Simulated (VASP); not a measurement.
# SiGe3Ru2 (P4/mmm) in VASP: notebook, part 2 of 2

VASP 6.6.1. The steps go on from the part before.

**3. Single point, PBE**

This run uses another cell than the first one, of 19.03 Å³/atom.

INCAR

```
PREC = Accurate
ENCUT = 520
EDIFF = 1E-6
ISMEAR = 0
SIGMA = 0.1
LREAL = F
LASPH = T
NELM = 60
ALGO = Normal
ISIF = 2
LWAVE = F
LCHARG = F
GGA = PE
NBANDS = 46
```

KPOINTS

```
Automatic mesh
0
Gamma
  4 4 4
```

POSCAR

```
SiGe3Ru2
1.0
    3.9829473400      0.0000000000      0.0000000000
    0.0000000000      3.9829473400      0.0000000000
    0.0000000000      0.0000000000      7.1992189800
Si Ge Ru
1 3 2
Direct
    0.0000000000      0.0000000000      0.0000000000
    0.5000000000      0.5000000000      0.7044227200
    0.5000000000      0.5000000000      0.2955772800
    0.5000000000      0.5000000000      0.0000000000
    0.0000000000      0.5000000000      0.5000000000
    0.5000000000      0.0000000000      0.5000000000
```

Potentials or basis: VASP PAW PBE potentials, release 64 (Si, Ge_d, Ru_pv).

Run with:

```sh
$ cat potpaw_PBE.64/Si/POTCAR potpaw_PBE.64/Ge_d/POTCAR potpaw_PBE.64/Ru_pv/POTCAR > POTCAR
$ mpirun -np 1 vasp_std > vasp.out
```

Run time: 92 s. Hardware: 1 thread of Intel Xeon Platinum 8488C (Sapphire Rapids), shared host; peak memory 0.25 GiB.

The run converged. Its results:

- Free energy: -31.9811 eV
- Pressure: 7.3 GPa
- Largest force: 2.889 eV/Å
- Band gap on the k mesh: zero (bands 37 and 38 overlap by 1.08 eV)

Forces on the atoms (eV/Å):
```
Si   0.000  0.000  0.000
Ge   0.000  0.000 -2.889
Ge   0.000  0.000  2.889
Ge   0.000  0.000  0.000
Ru   0.000  0.000  0.000
Ru   0.000  0.000  0.000
```

Stress tensor (GPa, compression positive):
```
-4.01  0.00  0.00
 0.00 -4.01  0.00
 0.00  0.00 29.79
```

Levels at points of the mesh, in eV from the Fermi level:
| k point | band 35 | band 36 | band 37 | band 38 | band 39 | band 40 |
| --- | --- | --- | --- | --- | --- | --- |
| (0.00, 0.00, 0.00) | -0.12 | -0.12 | 0.70 | 0.73 | 1.38 | 1.38 |
| (0.50, 0.00, 0.00) | -0.86 | -0.29 | -0.23 | -0.13 | 0.52 | 0.85 |
| (0.50, 0.50, 0.00) | -1.16 | -0.72 | -0.72 | -0.34 | 0.53 | 0.79 |
| (0.00, 0.00, 0.50) | -0.12 | -0.12 | 0.09 | 0.09 | 0.73 | 1.04 |
| (0.50, 0.00, 0.50) | -0.82 | 0.11 | 0.19 | 0.25 | 0.60 | 0.93 |
| (0.50, 0.50, 0.50) | -0.80 | -0.50 | -0.34 | 0.53 | 0.89 | 0.89 |

Caveat: the k points lie up to 0.39 Å⁻¹ apart, too coarse for converged energies and pressures of a metal; forces of over 1 eV/Å act on the atoms, so gaps and moduli don't describe the material at rest.

**4. Single point, PBE**

This run uses another cell than the first one, of 19.82 Å³/atom.

INCAR

```
PREC = Accurate ; ENCUT = 520
EDIFF = 1E-7 ; ISMEAR = 0
SIGMA = 0.1 ; LREAL = F
LASPH = T ; NELM = 60
ALGO = Normal ; ISIF = 2
LWAVE = F ; LCHARG = T
GGA = PE ; LELF = T
LVHAR = T ; NBANDS = 46
```

KPOINTS

```
regular mesh
0
Gamma
  4 4 4
```

POSCAR

```
SiGe3Ru2
1.0
    3.6019243022      0.0000000000      0.0000000000
    0.0000000000      3.6019243022      0.0000000000
    0.0000000000      0.0000000000      9.1642447532
Si Ge Ru
1 3 2
Direct
    0.0000000000      0.0000000000      0.0000000000
    0.5000000000      0.5000000000      0.7064367027
    0.5000000000      0.5000000000      0.2935632973
    0.5000000000      0.5000000000      0.0000000000
    0.0000000000      0.5000000000      0.5000000000
    0.5000000000      0.0000000000      0.5000000000
```

Run with:

```sh
$ cat potpaw_PBE.64/Si/POTCAR potpaw_PBE.64/Ge_d/POTCAR potpaw_PBE.64/Ru_pv/POTCAR > POTCAR
$ mpirun -np 1 vasp_std > vasp.out
```

Run time: 99 s. Hardware: 1 thread of Intel Xeon Platinum 8488C (Sapphire Rapids), shared host; peak memory 0.27 GiB.

Results (log left out):

* Free energy: -34.3433 eV
* Pressure: -0.1 GPa
* Largest force: 0.006 eV/Å
* Band gap on the k mesh: zero (bands 37 and 38 overlap by 1.56 eV)

Forces on the atoms (eV/Å):
```
Si   0.000  0.000  0.000
Ge   0.000  0.000  0.006
Ge   0.000  0.000 -0.006
Ge   0.000  0.000  0.000
Ru   0.000  0.000  0.000
Ru   0.000  0.000  0.000
```

Stress tensor (GPa, compression positive):
```
-0.11  0.00  0.00
 0.00 -0.11  0.00
 0.00  0.00  0.04
```

Levels at points of the mesh, in eV from the Fermi level:
```tsv
k point	band 33	band 34	band 35	band 36	band 37	band 38	band 39	band 40	band 41	band 42
(0.00, 0.00, 0.00)	-1.49	-0.62	-0.21	0.01	0.01	1.37	1.99	1.99	2.27	3.20
(0.50, 0.00, 0.00)	-2.21	-1.39	-1.20	-1.05	-0.92	0.44	1.04	1.06	1.69	1.71
(0.50, 0.50, 0.00)	-2.95	-1.37	-1.37	-1.01	-1.01	0.16	0.19	0.68	0.72	1.15
(0.00, 0.00, 0.50)	-1.43	-0.62	0.01	0.01	0.73	1.37	1.40	1.67	1.67	3.20
(0.50, 0.00, 0.50)	-1.90	-1.83	-1.39	-1.10	-0.46	-0.31	0.09	1.13	1.71	2.91
(0.50, 0.50, 0.50)	-2.35	-1.59	-1.02	-1.02	-0.83	-0.83	0.19	0.26	0.72	1.73
```

Caveat: the k points lie up to 0.44 Å⁻¹ apart, too coarse for converged energies and pressures of a metal.

**5. Relaxation of cell and atoms, PBE**

This run uses another cell than the first one, of 19.03 Å³/atom.

INCAR

```
SYSTEM = SiGe3Ru2
PREC = Accurate ; ENCUT = 600
EDIFF = 1E-6 ; ISMEAR = 0
SIGMA = 0.1 ; LREAL = .FALSE.
LASPH = .TRUE. ; NELM = 100
ALGO = Normal ; ISIF = 3
LWAVE = .FALSE. ; LCHARG = .FALSE.
GGA = PE ; IBRION = 2
NSW = 90 ; EDIFFG = -0.04
```

KPOINTS

```
regular mesh
0
G
  4 4 4
  0 0 0
```

POSCAR

```
SiGe3Ru2
1.0
    3.9829473400      0.0000000000      0.0000000000
    0.0000000000      3.9829473400      0.0000000000
    0.0000000000      0.0000000000      7.1992189800
Si Ge Ru
1 3 2
Direct
    0.0000000000      0.0000000000      0.0000000000
    0.5000000000      0.5000000000      0.7044227200
    0.5000000000      0.5000000000      0.2955772800
    0.5000000000      0.5000000000      0.0000000000
    0.0000000000      0.5000000000      0.5000000000
    0.5000000000      0.0000000000      0.5000000000
```

Run with:

```sh
$ cat potpaw_PBE.64/Si/POTCAR potpaw_PBE.64/Ge_d/POTCAR potpaw_PBE.64/Ru_pv/POTCAR > POTCAR
$ mpirun -np 1 vasp_std > vasp.out
```

Wall time 19 min (1 thread of Intel Xeon Platinum 8488C (Sapphire Rapids), shared host); peak memory 0.3 GiB.

The run converged. Its results:

```yaml
Free_energy: -34.3300 eV
Relaxed_volume: 19.72 Å³/atom
Relaxed_cell: a = 3.602 Å, b = 3.602 Å, c = 9.118 Å, α = 90.00°, β = 90.00°, γ = 90.00°
Space_group_after_relaxing_to_0.1_Å: P4/mmm (No. 123)
Energy_gained_by_relaxing: 391.4 meV/atom
Ionic_steps: 23
Pressure_after_relaxing: 0.1 GPa
Largest_force_after_relaxing: 0.010 eV/Å
Band_gap_on_the_k_mesh: zero (bands 37 and 38 overlap by 1.60 eV)
```

Forces in eV/Å, atoms in the order of the input:
```
Si   0.000  0.000  0.000
Ge   0.000  0.000  0.010
Ge   0.000  0.000 -0.010
Ge   0.000  0.000  0.000
Ru   0.000  0.000  0.000
Ru   0.000  0.000  0.000
```

Stress tensor (GPa, compression positive):
```
0.01 0.00 0.00
0.00 0.01 0.00
0.00 0.00 0.32
```

Step by step:
```tsv
step	energy change (eV)	largest force (eV/Å)	pressure (GPa)	volume (Å³)
1	0.0000	2.8899	7.28	114.21
2	-1.6642	0.7540	-2.94	127.69
3	-1.6872	0.7959	-3.14	128.76
4	-1.7120	0.8643	-3.55	130.87
5	-1.6917	0.9468	-3.81	134.95
6	-1.7127	0.9045	-3.71	132.09
7	-1.9664	1.7305	2.59	123.36
8	-1.9667	1.7873	2.99	122.91
9	-2.1805	1.2460	1.61	122.44
10	-2.2865	0.5083	0.75	121.80
11	-2.2870	0.4523	0.68	121.74
12	-2.3106	0.2675	-0.95	122.83
13	-2.3114	0.2327	-1.24	123.05
14	-2.3279	0.2604	-0.55	121.48
15	-2.3354	0.3330	1.20	117.93
16	-2.3383	0.3116	0.48	119.26
17	-2.3457	0.0934	-0.24	119.22
18	-2.3459	0.0520	-0.37	119.22
19	-2.3484	0.0145	0.10	118.43
20	-2.3484	0.0107	0.10	118.36
21	-2.3483	0.0043	0.22	118.22
22	-2.3484	0.0092	0.17	118.31
23	-2.3484	0.0104	0.11	118.33
```

Final structure:
```cif
data_structure
_symmetry_space_group_name_H-M 'P 1'
_symmetry_Int_Tables_number 1
_cell_length_a 3.6024
_cell_length_b 3.6024
_cell_length_c 9.1184
_cell_angle_alpha 90.000
_cell_angle_beta 90.000
_cell_angle_gamma 90.000
_cell_volume 118.33
loop_
_atom_site_label
_atom_site_type_symbol
_atom_site_fract_x
_atom_site_fract_y
_atom_site_fract_z
_atom_site_occupancy
Si1 Si 0.00000 0.00000 0.00000 1
Ge1 Ge 0.50000 0.50000 0.70689 1
Ge2 Ge 0.50000 0.50000 0.29311 1
Ge3 Ge 0.50000 0.50000 0.00000 1
Ru1 Ru 0.00000 0.50000 0.50000 1
Ru2 Ru 0.50000 0.00000 0.50000 1
```

Levels at points of the mesh, in eV from the Fermi level:
```csv
k point,band 33,band 34,band 35,band 36,band 37,band 38,band 39,band 40,band 41,band 42
"(0.00, 0.00, 0.00)",-1.51,-0.63,-0.17,0.00,0.00,1.37,1.98,1.98,2.28,3.20
"(0.50, 0.00, 0.00)",-2.21,-1.39,-1.20,-1.06,-0.91,0.46,1.00,1.09,1.70,1.73
"(0.50, 0.50, 0.00)",-2.95,-1.38,-1.38,-1.02,-1.02,0.18,0.20,0.67,0.72,1.15
"(0.00, 0.00, 0.50)",-1.44,-0.62,0.01,0.01,0.79,1.37,1.44,1.65,1.65,3.20
"(0.50, 0.00, 0.50)",-1.91,-1.81,-1.39,-1.11,-0.45,-0.31,0.10,1.10,1.70,2.89
"(0.50, 0.50, 0.50)",-2.39,-1.54,-1.02,-1.02,-0.81,-0.81,0.18,0.24,0.72,1.74
```

Caveat: the k points lie up to 0.44 Å⁻¹ apart in the final cell, too coarse for converged energies and pressures of a metal; a cell axis changed by over 15 % at a fixed basis, so the end point is rough.

**6. Summary**

| task | cell | k mesh | cutoff (eV) | gap on the mesh (eV) | pressure (GPa) | largest force (eV/Å) |
| --- | --- | --- | --- | --- | --- | --- |
| single point | a = 3.641, b = 3.641, c = 8.939 Å, 6 atoms, atomic positions A | 6 × 6 × 2 | 520 | none | -0.1 | 0.01 |
| single point | a = 3.983, b = 3.983, c = 7.199 Å, 6 atoms, atomic positions B | 4 × 4 × 4 | 520 | none | 7.3 | 2.89 |
| single point | a = 3.602, b = 3.602, c = 9.164 Å, 6 atoms, atomic positions C | 4 × 4 × 4 | 520 | none | -0.1 | 0.01 |
| relaxation of cell and atoms | relaxed from a = 3.983, b = 3.983, c = 7.199 Å, 6 atoms, atomic positions B | 4 × 4 × 4 | 600 | none | 0.1 | 0.01 |

Alike in all rows: level PBE; potentials or basis VASP PAW PBE potentials, release 64 (Si, Ge_d, Ru_pv); no spin polarisation; smearing gaussian 0.1 eV.

Caveats: some runs use coarse meshes; forces of over 1 eV/Å act on the atoms, so gaps and moduli don't describe the material at rest (at least some runs); a cell axis changed by over 15 % at a fixed basis, so the end point is rough (at least some runs).

Absolute energies hang on the potentials; compare differences alone.
